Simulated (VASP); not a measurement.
H6C3NO: single point with PBE+D3(BJ)

The system is H6C3NO.

```xyz
22
Lattice="5.0912 0.0146 -0.0095 1.4089 5.3584 0.0317 0.3476 2.4739 6.5439" Properties=species:S:1:pos:R:3 pbc="T T T"
H     5.0706    6.3184    6.3743
H     1.7770    1.5286    0.1917
H     3.6325    2.1189    5.0216
H     3.2151    5.7281    1.5444
H     1.0354    2.3485    5.1746
H     5.8123    5.4984    1.3914
H     2.5003    6.4953    6.4805
H     4.3474    1.3517    0.0855
H     4.8162    4.2253    3.3893
H     2.0315    3.6216    3.1767
H     3.8041    5.3714    4.2726
H     3.0435    2.4755    2.2934
C     5.8501    5.5696    4.5418
C     0.9975    2.2773    2.0243
C     5.6642    6.7055    5.5299
C     1.1834    1.1414    1.0361
C     1.8753    7.2909    6.0508
C     4.9723    0.5561    0.5152
N     4.7391    5.0503    4.0069
N     2.1085    2.7966    2.5591
O     1.8958    5.1067    4.2673
O     4.9519    2.7402    2.2987
```

- Program: VASP 6.6.1
- Task: single point
- Functional: PBE
- Dispersion: D3(BJ)
- Potentials or basis: VASP PAW PBE potentials, release 64 (H, C, N, O)
- Cutoff: 520 eV
- k mesh: 4 × 4 × 4
- Occupations: gaussian, width 0.1 eV
- Spin: no spin polarisation
- Dipole correction: no
- Further INCAR settings: LREAL = Auto; ALGO = Normal; EDIFF = 1e-06; NBANDS = 46

```json
{
 "Pressure": "0.1 GPa",
 "Largest force": "0.379 eV/Å",
 "Band gap on the k mesh": "4.38 eV, indirect (least direct gap 4.47 eV)",
 "Dispersion energy per atom": "-0.065 eV"
}
```

Forces in eV/Å, atoms in the order of the input:
```
H   -0.017 -0.003  0.017
H    0.017  0.003 -0.017
H   -0.018  0.021 -0.014
H    0.018 -0.021  0.014
H    0.004  0.010 -0.011
H   -0.004 -0.010  0.011
H    0.029 -0.025  0.010
H   -0.029  0.025 -0.010
H   -0.003  0.012 -0.001
H    0.003 -0.012  0.001
H   -0.007 -0.029 -0.025
H    0.007  0.029  0.025
C   -0.285  0.106  0.094
C    0.285 -0.106 -0.094
C    0.012  0.006 -0.010
C   -0.012 -0.006  0.010
C    0.007  0.022 -0.008
C   -0.007 -0.022  0.008
N   -0.084  0.008  0.015
N    0.084 -0.008 -0.015
O    0.352 -0.114 -0.079
O   -0.352  0.114  0.079
```

Stress tensor (GPa, compression positive):
```
 0.65 -0.17 -0.09
-0.17 -0.10  0.11
-0.09  0.11 -0.23
```

Levels at points of the mesh, in eV from the valence-band top:
```csv
k point,band 25,band 26,band 27,band 28,band 29,band 30,band 31,band 32,band 33,band 34
"(0.00, 0.00, 0.00)",-1.52,-0.59,-0.26,-0.24,-0.01,5.09,5.25,5.81,7.55,8.06
"(0.50, 0.00, 0.00)",-1.86,-0.73,-0.55,-0.53,-0.15,5.23,5.65,6.36,6.98,8.21
"(0.00, 0.50, 0.00)",-1.84,-0.46,-0.28,-0.27,0.00,4.83,4.90,6.62,7.65,7.83
"(0.50, 0.50, 0.00)",-1.81,-0.92,-0.69,-0.35,-0.02,5.37,5.40,7.18,7.22,7.97
"(0.00, 0.00, 0.50)",-1.46,-0.51,-0.26,-0.21,-0.04,4.86,5.41,6.63,6.89,7.88
"(0.50, 0.00, 0.50)",-1.71,-0.69,-0.67,-0.65,-0.06,5.08,5.78,6.76,7.48,7.91
"(0.00, 0.50, 0.50)",-1.85,-0.40,-0.26,-0.25,-0.09,4.38,5.32,6.38,7.12,8.00
"(0.50, 0.50, 0.50)",-1.82,-0.65,-0.55,-0.44,-0.17,5.35,5.37,6.64,6.79,7.98
```

It took 5.2 min on 1 thread of Intel(R) Xeon(R) Platinum 8488C (Sapphire Rapids), on a shared host, peak memory 0.38 GiB.

A k mesh can miss the band edges.
